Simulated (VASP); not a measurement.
# SiC (P6_3mc) in VASP: further runs

The runs below take SiC through single point, with revPBE, BLYP, PBEsol.

Program: VASP 6.6.1. These are calculated values, not measurements. Logs are shortened: lines on timing, memory, paths and dates and some standing lists are left out, and cuts for length are marked.

## 1. The cell of the first run

The structure is hexagonal, space group P6_3mc (No. 186). Conventional cell: a = 3.076 Å, b = 3.076 Å, c = 5.048 Å, α = 90.00°, β = 90.00°, γ = 120.00°. Within 2.5 Å of Si (site symmetry 3m) lie 4 C at 1.87 to 1.94 Å. C (site symmetry 3m) has 4 Si at 1.87 to 1.94 Å within 2.5 Å.

## 2. Single point, revPBE

File INCAR:

```
PREC = Accurate
ENCUT = 520
EDIFF = 1E-7
ISMEAR = 0
SIGMA = 0.01
LREAL = F
LASPH = T
NELM = 80
ALGO = Normal
ISIF = 2
LWAVE = F
LCHARG = F
GGA = RE
NBANDS = 16
```

File KPOINTS:

```
regular mesh
0
Gamma
  12 12 4
```

File POSCAR:

```
SiC
1.0
    3.0760000000      0.0000000000      0.0000000000
   -1.5380000000      2.6638941420      0.0000000000
    0.0000000000      0.0000000000      5.0480000000
Si C
2 2
Direct
    0.3333330000      0.6666670000      0.0000000000
    0.6666670000      0.3333330000      0.5000000000
    0.3333330000      0.6666670000      0.3850000000
    0.6666670000      0.3333330000      0.8850000000
```

Potentials or basis: VASP PAW PBE potentials, release 64 (Si, C).

On the command line:

```sh
$ cat potpaw_PBE.64/Si/POTCAR potpaw_PBE.64/C/POTCAR > POTCAR
$ mpirun -np 1 vasp_std > vasp.out
```

OUTCAR:

```text
PREC = Accurate
   ENCUT = 520
   EDIFF = 1E-7
   ISMEAR = 0
   LREAL = F
   LASPH = T
   NELM = 80
   ISIF = 2
   GGA = RE

 ion  position               nearest neighbor table
   1  0.333  0.667  0.000-   4 1.87   4 1.87   4 1.87   3 1.94   2 3.09   2 3.09   2 3.09   2 3.09
                             2 3.09   2 3.09
   2  0.667  0.333  0.500-   3 1.87   3 1.87   3 1.87   4 1.94   1 3.09   1 3.09   1 3.09   1 3.09
                             1 3.09   1 3.09
   3  0.333  0.667  0.385-   2 1.87   2 1.87   2 1.87   1 1.94
   4  0.667  0.333  0.885-   1 1.87   1 1.87   1 1.87   2 1.94

  LATTYP: Found a hexagonal cell.
 ALAT       =     3.0760000000
 C/A-ratio  =     1.6410923277

  Lattice vectors:

 A1 = (   3.0760000000,   0.0000000000,   0.0000000000)
 A2 = (  -1.5380000000,   2.6638941420,   0.0000000000)
 A3 = (   0.0000000000,   0.0000000000,   5.0480000000)

Analysis of symmetry for initial positions (statically):
=====================================================================
 Subroutine PRICEL returns:
 Original cell was already a primitive cell.

 Routine SETGRP: Setting up the symmetry group for a
 hexagonal supercell.

 Subroutine GETGRP returns: Found 12 space group operations
 (whereof  6 operations were pure point group operations)
 out of a pool of 24 trial point group operations.

The static configuration has the point symmetry C_3v.
 The point group associated with its full space group is C_6v.

Analysis of symmetry for dynamics (positions and initial velocities):
=====================================================================
 Subroutine PRICEL returns:
 Original cell was already a primitive cell.

 Routine SETGRP: Setting up the symmetry group for a
 hexagonal supercell.

 Subroutine GETGRP returns: Found 12 space group operations
 (whereof  6 operations were pure point group operations)
 out of a pool of 24 trial point group operations.

The dynamic configuration has the point symmetry C_3v.
 The point group associated with its full space group is C_6v.

 Subroutine INISYM returns: Found 12 space group operations
 (whereof  6 operations are pure point group operations),
 and found     1 'primitive' translations

----------------------------------------------------------------------------------------

                                     Primitive cell

  volume of cell :      41.3640

  direct lattice vectors                    reciprocal lattice vectors
     3.076000000  0.000000000  0.000000000     0.325097529  0.187695146  0.000000000
    -1.538000000  2.663894142  0.000000000     0.000000000  0.375390292  0.000000000
     0.000000000  0.000000000  5.048000000     0.000000000  0.000000000  0.198098257

  length of vectors
     3.076000000  3.076000000  5.048000000     0.375390292  0.375390292  0.198098257

  position of ions in fractional coordinates (direct lattice)
     0.333333000  0.666667000  0.000000000
     0.666667000  0.333333000  0.500000000
     0.333333000  0.666667000  0.385000000
     0.666667000  0.333333000  0.885000000

  ion indices of the primitive-cell ions
   primitive index   ion index
                 1           1
                 2           2
                 3           3
                 4           4

----------------------------------------------------------------------------------------

 KPOINTS: regular mesh

Automatic generation of k-mesh.
 Grid dimensions read from file:
 generate k-points for:   12   12    4

 Generating k-lattice:

  Cartesian coordinates                     Fractional coordinates (reciprocal lattice)
     0.027091461  0.015641262  0.000000000     0.083333333  0.000000000  0.000000000
     0.000000000  0.031282524  0.000000000     0.000000000  0.083333333  0.000000000
     0.000000000  0.000000000  0.049524564     0.000000000  0.000000000  0.250000000

  Length of vectors
     0.031282524  0.031282524  0.049524564

  Shift w.r.t. Gamma in fractional coordinates (k-lattice)
     0.000000000  0.000000000  0.000000000

 Subroutine IBZKPT returns following result:
 ===========================================

 Found     57 irreducible k-points:

 Following reciprocal coordinates:
            Coordinates               Weight
  0.000000  0.000000  0.000000      1.000000
  0.083333 -0.000000  0.000000      6.000000
  0.166667  0.000000  0.000000      6.000000
  0.250000 -0.000000  0.000000      6.000000
  0.333333 -0.000000  0.000000      6.000000
  0.416667  0.000000  0.000000      6.000000
[... 16 lines left out ...]
  0.250000 -0.000000  0.250000     12.000000
  0.333333 -0.000000  0.250000     12.000000
 [... further k-points ...]
   k-points           NKPTS =     57   k-points in BZ     NKDIM =     57   number of bands    NBANDS=     16
   number of dos      NEDOS =    301   number of ions     NIONS =      4
   total plane-waves  NPLWV =  23040
   dimension x,y,z NGX =    24 NGY =   24 NGZ =   40
   dimension x,y,z NGXF=    48 NGYF=   48 NGZF=   80
   ions per type =               2   2
   NGX,Y,Z   is equivalent  to a cutoff of  12.97, 12.97, 13.17 a.u.
   NGXF,Y,Z  is equivalent  to a cutoff of  25.94, 25.94, 26.35 a.u.
 SYSTEM =  unknown system
   PREC   = accura    normal or accurate (medium, high low for compatibility)
   ISTART =      0    job   : 0-new  1-cont  2-samecut
   ICHARG =      2    charge: 1-file 2-atom 10-const
   ISPIN  =      1    spin polarized calculation?
   LNONCOLLINEAR =      F non collinear calculations
   LSORBIT =      F    spin-orbit coupling
   LASPH  =      T    aspherical Exc in radial PAW
   ENCUT  =  520.0 eV  38.22 Ry    6.18 a.u.   5.72  5.72  9.39*2*pi/ulx,y,z
   NELM   =     80;   NELMIN=  2; NELMDL= -5     # of ELM steps
   EDIFF  = 0.1E-06   stopping-criterion for ELM
   LREAL  =      F    real-space projection
   EDIFFG = 0.1E-05   stopping-criterion for IOM
   NSW    =      0    number of steps for IOM
   IBRION =     -1    ionic relax: 0-MD 1-quasi-New 2-CG
   NFREE  =      0    steps in history (QN), initial steepest desc. (CG)
   ISIF   =      2    stress and relaxation
   ISYM   =      2    0-nonsym 1-usesym 2-fastsym
   POTIM  = 0.5000    time-step for ionic-motion
   TEBEG  =    0.0;   TEEND  =   0.0 temperature during run
   PSTRESS=    0.0 pullay stress
   NELECT =      16.0000    total number of electrons
   NUPDOWN=      -1.0000    fix difference up-down
   EMIN   =  10.00;   EMAX   =-10.00  energy-range for DOS
   EFERMI =   0.00;   METHOD = LEGACY
   ISMEAR =     0;   SIGMA  =   0.01  broadening in eV -4-tet -1-fermi 0-gaus
   EFERMI_NEDOS =   21; number of points for ismear=-14 and -15
   IALGO  =     38    algorithm
   IMIX   =      4    mixing-type and parameters
     AMIX     =   0.40;   BMIX     =  1.00
     AMIX_MAG =   1.60;   BMIX_MAG =  1.00
  volume/ion in A,a.u.               =      10.34        69.78
  Fermi-wavevector in a.u.,A,eV,Ry     =   1.192817  2.254098 19.358549  1.422813
  Thomas-Fermi vector in A             =   2.328847
   LORBIT       =      0    0 simple, 1 ext, 2 COOP (PROOUT), +10 PAW based schemes
   GGA     = RE    functional components
   LHFCALC =     F    Hartree Fock is set to
   AEXX    =    0.0000 exact exchange contribution
   IVDW    =     0    specifies the selected vdW correction
   LEPSILON=     F    determine dielectric tensor
   LRPA    =     F    only Hartree local field effects (RPA)
 non-spin polarized calculation
 Gauss-broadening in eV      SIGMA  =   0.01
  energy-cutoff  :      520.00
  volume of cell :       41.36
 maximum number of plane-waves:      1132
 NGX is ok and might be reduce to    24
   NGX = 11   NGY = 11   NGZ = 19

 number of electron      16.0000000 magnetization

 Free energy of the ion-electron system (eV)
  ---------------------------------------------------
  ext. energy  EPLUGINS =         0.00000000
  ---------------------------------------------------
  free energy    TOTEN  =       -28.83727519 eV

  energy without entropy =      -28.83727519  energy(sigma->0) =      -28.83727519

 E-fermi :   8.5468     XC(G=0): -11.3013

 val. band max:        8.4776474842   @ k =   0.0000   0.0000   0.0000
 cond. band min:      10.8259048646   @ k =   0.3333   0.3333   0.0000
 fundamental gap:      2.3482573803
 Fermi energy:         8.5467583826

 k-point     1 :       0.0000    0.0000    0.0000
  band No.  band energies     occupation
      1      -7.2629      2.00000
      2      -3.7742      2.00000
      3      -0.2045      2.00000
      4       6.9238      2.00000
      5       6.9238      2.00000
      6       8.2015      2.00000
[... 8 lines left out ...]
     15      17.2031      0.00000
     16      19.8870      0.00000

 k-point     2 :       0.0833   -0.0000    0.0000
  band No.  band energies     occupation
      1      -7.1424      2.00000
      2      -3.6708      2.00000
      3      -0.0923      2.00000
      4       6.2480      2.00000
      5       6.7164      2.00000
      6       7.7498      2.00000
[... 8 lines left out ...]
     15      17.5169      0.00000
     16      18.7799      0.00000

 k-point     3 :       0.1667    0.0000    0.0000
  band No.  band energies     occupation
      1      -6.7839      2.00000
      2      -3.3696      2.00000
      3       0.2353      2.00000
      4       4.7702      2.00000
      5       6.2456      2.00000
      6       6.6384      2.00000
[... 8 lines left out ...]
     15      17.8026      0.00000
     16      18.2034      0.00000

 k-point     4 :       0.2500   -0.0000    0.0000
  band No.  band energies     occupation
      1      -6.1988      2.00000
      2      -2.9064      2.00000
      3       0.7294      2.00000
      4       3.1538      2.00000
      5       5.2566      2.00000
      6       5.7330      2.00000
[... 8 lines left out ...]
     15      18.3074      0.00000
     16      19.0635      0.00000

 k-point     5 :       0.3333   -0.0000    0.0000
  band No.  band energies     occupation
      1      -5.4151      2.00000
      2      -2.3989      2.00000
      3       0.9860      2.00000
      4       2.1260      2.00000
      5       3.8502      2.00000
      6       5.3083      2.00000
[... 8 lines left out ...]
     15      19.1701      0.00000
     16      20.3347      0.00000

 k-point     6 :       0.4167    0.0000    0.0000
  band No.  band energies     occupation
      1      -4.5182      2.00000
      2      -2.2271      2.00000
      3       0.4828      2.00000
      4       2.4563      2.00000
      5       2.7354      2.00000
      6       5.0348      2.00000
[... 8 lines left out ...]
     15      19.2630      0.00000
     16      20.4661      0.00000
[... 267 lines left out ...]
 k-point    21 :       0.0833   -0.0000    0.2500
  band No.  band energies     occupation
      1      -6.8403      2.00000
      2      -4.6338      2.00000
      3       1.3600      2.00000
      4       6.4428      2.00000
      5       6.7757      2.00000
      6       6.8923      2.00000
[... 8 lines left out ...]
     15      16.9502      0.00000
     16      19.2628      0.00000

 k-point    22 :       0.1667    0.0000    0.2500
  band No.  band energies     occupation
      1      -6.4844      2.00000
      2      -4.3062      2.00000
      3       1.6134      2.00000
      4       5.0408      2.00000
      5       5.9455      2.00000
      6       6.4422      2.00000
[... 8 lines left out ...]
     15      17.8227      0.00000
     16      19.0035      0.00000

 k-point    23 :       0.2500   -0.0000    0.2500
  band No.  band energies     occupation
      1      -5.9042      2.00000
      2      -3.7855      2.00000
      3       1.8280      2.00000
      4       3.6471      2.00000
      5       4.5607      2.00000
      6       5.9452      2.00000
[... 8 lines left out ...]
     15      18.9337      0.00000
     16      19.3292      0.00000

 k-point    24 :       0.3333   -0.0000    0.2500
  band No.  band energies     occupation
      1      -5.1299      2.00000
      2      -3.1409      2.00000
      3       1.1726      2.00000
      4       3.0097      2.00000
      5       3.4584      2.00000
      6       5.5300      2.00000
[... 8 lines left out ...]
     15      19.8962      0.00000
     16      20.1499      0.00000

 [... further k-points ...]

------------------------ aborting loop because EDIFF is reached ----------------------------------------

  FORCE on cell =-STRESS in cart. coord.  units (eV):
  Direction    XX          YY          ZZ          XY          YZ          ZX
  --------------------------------------------------------------------------------------
  -------------------------------------------------------------------------------------
  Total        1.9242797      1.9242797      0.5981150      0.0000000      0.0000000      0.0000000
  in kB       74.5342926     74.5342926     23.1671525      0.0000000      0.0000000      0.0000000
  external PRESSURE =      57.4119126 kB  Pullay stress =       0.0000000 kB

 VOLUME and BASIS-vectors are now :
 -----------------------------------------------------------------------------
  energy-cutoff  :      520.00
  volume of cell :       41.36
      direct lattice vectors                 reciprocal lattice vectors
     3.076000000  0.000000000  0.000000000     0.325097529  0.187695146  0.000000000
    -1.538000000  2.663894142  0.000000000     0.000000000  0.375390292  0.000000000
     0.000000000  0.000000000  5.048000000     0.000000000  0.000000000  0.198098257

 POSITION                                       TOTAL-FORCE (eV/Angst)
 -----------------------------------------------------------------------------------
     -0.00000      1.77593      0.00000        -0.000000      0.000000      0.756115
      1.53800      0.88796      2.52400         0.000000     -0.000000      0.756115
     -0.00000      1.77593      1.94348         0.000000      0.000000     -0.756115
      1.53800      0.88796      4.46748        -0.000000     -0.000000     -0.756115
 -----------------------------------------------------------------------------------
    total drift:                               -0.000412      0.000238     -0.000279

  FREE ENERGIE OF THE ION-ELECTRON SYSTEM (eV)
  ---------------------------------------------------
  free  energy   TOTEN  =       -28.8372751932 eV

  energy  without entropy=      -28.8372751932  energy(sigma->0) =      -28.83727519
```

Run time: 33 s. Hardware: 1 thread of Intel Xeon Platinum 8175M at 2.50GHz (Skylake/Cascade Lake), shared host; peak memory 0.17 GiB.

Results:

| Item | Value |
| --- | --- |
| Free energy | -28.8373 eV |
| Pressure | 5.7 GPa |
| Largest force | 0.756 eV/Å |
| Band gap on the k mesh | 2.35 eV (least direct gap 4.10 eV) |

Forces on the atoms (eV/Å):
```
Si   0.000  0.000  0.756
Si   0.000  0.000  0.756
C    0.000  0.000 -0.756
C    0.000  0.000 -0.756
```

Stress tensor (GPa, compression positive):
```
7.45 0.00 0.00
0.00 7.45 0.00
0.00 0.00 2.32
```

Levels at points of the mesh, in eV from the valence-band top:
```
           k point  band 4  band 5  band 6  band 7  band 8  band 9  band 10  band 11  band 12  band 13
(0.00, 0.00, 0.00)   -1.55   -1.55   -0.28   -0.28    0.00    4.65     6.05     6.54     6.54     7.59
(0.50, 0.00, 0.00)   -6.54   -5.42   -3.54   -3.25   -1.48    2.62     4.21     6.78     7.21     9.75
(0.00, 0.00, 0.50)   -4.46   -0.96   -0.96   -0.96   -0.96    5.74     5.74     7.19     7.19     7.19
(0.50, 0.00, 0.50)   -8.44   -2.68   -2.68   -2.34   -2.34    3.18     3.18     5.03     5.03    10.40
```

Caveat: the cell stands under pressure; the PAW data sets were made with another functional, which shifts forces and pressure a little. A k mesh can miss the band edges.

## 3. Single point, BLYP

File INCAR:

```
PREC = Accurate ; ENCUT = 520
EDIFF = 1E-6 ; ISMEAR = 0
SIGMA = 0.01 ; LREAL = False
LASPH = True ; NELM = 60
ALGO = Normal ; ISIF = 2
LWAVE = False ; LCHARG = False
GGA = B5 ; ALDAX = 1.0
AGGAX = 1.0 ; AGGAC = 1.0
ALDAC = 0.0 ; NBANDS = 16
```

KPOINTS is that of step 2.

POSCAR is that of step 2.

Potentials or basis: VASP PAW PBE potentials, release 64 (Si, C).

On the command line:

```sh
$ cat potpaw_PBE.64/Si/POTCAR potpaw_PBE.64/C/POTCAR > POTCAR
$ mpirun -np 1 vasp_std > vasp.out
```

It took 38 s on 1 thread of Intel Xeon Platinum 8175M at 2.50GHz (Skylake/Cascade Lake), shared host; peak memory 0.17 GiB.

Results (log left out):

- Free energy: -27.2326 eV
- Pressure: 8.8 GPa
- Largest force: 0.762 eV/Å
- Band gap on the k mesh: 2.67 eV (least direct gap 4.34 eV)

Forces on the atoms (eV/Å):
```
Si   0.000  0.000  0.762
Si   0.000  0.000  0.762
C    0.000  0.000 -0.762
C    0.000  0.000 -0.762
```

Stress tensor (GPa, compression positive):
```
10.14  0.00  0.00
 0.00 10.14  0.00
 0.00  0.00  6.23
```

Levels at points of the mesh, in eV from the valence-band top:
| k point | band 5 | band 6 | band 7 | band 8 | band 9 | band 10 | band 11 | band 12 |
| --- | --- | --- | --- | --- | --- | --- | --- | --- |
| (0.00, 0.00, 0.00) | -1.55 | -0.29 | -0.29 | 0.00 | 4.76 | 6.18 | 6.61 | 6.61 |
| (0.50, 0.00, 0.00) | -5.32 | -3.50 | -3.13 | -1.49 | 2.85 | 4.43 | 6.89 | 7.40 |
| (0.00, 0.00, 0.50) | -0.97 | -0.97 | -0.97 | -0.97 | 5.83 | 5.83 | 7.30 | 7.30 |
| (0.50, 0.00, 0.50) | -2.66 | -2.66 | -2.31 | -2.31 | 3.43 | 3.43 | 5.18 | 5.18 |

Caveat: the cell stands under pressure; the PAW data sets were made with another functional, which shifts forces and pressure a little. A k mesh can miss the band edges.

## 4. Single point, PBEsol

File INCAR:

```
PREC     = Accurate       # precision mode
ENCUT    = 520            # plane-wave cutoff, eV
EDIFF    = 1E-7           # SCF threshold, eV
ISMEAR   = 0              # smearing method
SIGMA    = 0.01           # smearing width, eV
LREAL    = F              # projectors in reciprocal space
LASPH    = T              # aspherical terms in the spheres
NELM     = 100            # most SCF steps
ALGO     = Normal         # electronic algorithm
ISIF     = 2              # what is computed and relaxed
LWAVE    = F              # write WAVECAR
LCHARG   = F              # write CHGCAR
GGA      = PS             # functional
NBANDS   = 16             # bands
```

File KPOINTS:

```
Automatic mesh
0
Gamma
  12 12 4
```

POSCAR is that of step 3.

On the command line:

```sh
$ cat potpaw_PBE.64/Si/POTCAR potpaw_PBE.64/C/POTCAR > POTCAR
$ mpirun -np 1 vasp_std > vasp.out
```

It took 30 s on 1 thread of Intel Xeon Platinum 8175M at 2.50GHz (Skylake/Cascade Lake), shared host; peak memory 0.17 GiB.

The run converged. Its results:

- Free energy: -31.7868 eV
- Pressure: 0.6 GPa
- Largest force: 0.750 eV/Å
- Band gap on the k mesh: 2.16 eV (least direct gap 3.96 eV)

Forces in eV/Å, atoms in the order of the input:
```
Si   0.000  0.000  0.750
Si   0.000  0.000  0.750
C    0.000  0.000 -0.750
C    0.000  0.000 -0.750
```

Stress tensor (GPa, compression positive):
```
 2.27  0.00  0.00
 0.00  2.27  0.00
 0.00  0.00 -2.70
```

Levels at points of the mesh, in eV from the valence-band top:
| k point | band 6 | band 7 | band 8 | band 9 | band 10 | band 11 |
| --- | --- | --- | --- | --- | --- | --- |
| (0.00, 0.00, 0.00) | -0.27 | -0.27 | 0.00 | 4.57 | 5.97 | 6.44 |
| (0.50, 0.00, 0.00) | -3.56 | -3.31 | -1.49 | 2.47 | 4.10 | 6.66 |
| (0.00, 0.00, 0.50) | -0.96 | -0.96 | -0.96 | 5.65 | 5.65 | 7.10 |
| (0.50, 0.00, 0.50) | -2.70 | -2.35 | -2.35 | 3.05 | 3.05 | 4.90 |

Caveat: the PAW data sets were made with another functional, which shifts forces and pressure a little. Expect the measured gap to be larger: semilocal functionals such as PBEsol lack the derivative discontinuity.

## 5. Summary

```tsv
level	gap on the mesh (eV)	pressure (GPa)	largest force (eV/Å)
revPBE	2.35	5.7	0.76
BLYP	2.67	8.8	0.76
PBEsol	2.16	0.6	0.75
```

Alike in all rows: task single point; potentials or basis VASP PAW PBE potentials, release 64 (Si, C); no spin polarisation; cell as given; k mesh 12 × 12 × 4; cutoff (eV) 520; smearing gaussian 0.01 eV.

On the cell as given the gap runs from 2.16 eV (PBEsol) to 2.67 eV (BLYP). The pressure there spans 0.6 GPa (PBEsol) to 8.8 GPa (BLYP); a positive pressure means that this level wants a larger cell, a negative one a smaller.

Caveats: the PAW data sets were made with another functional, which shifts forces and pressure a little; the cell stands under pressure (at least some runs).

Total energies depend on the potentials used, so only differences within one code and one set of settings carry meaning.
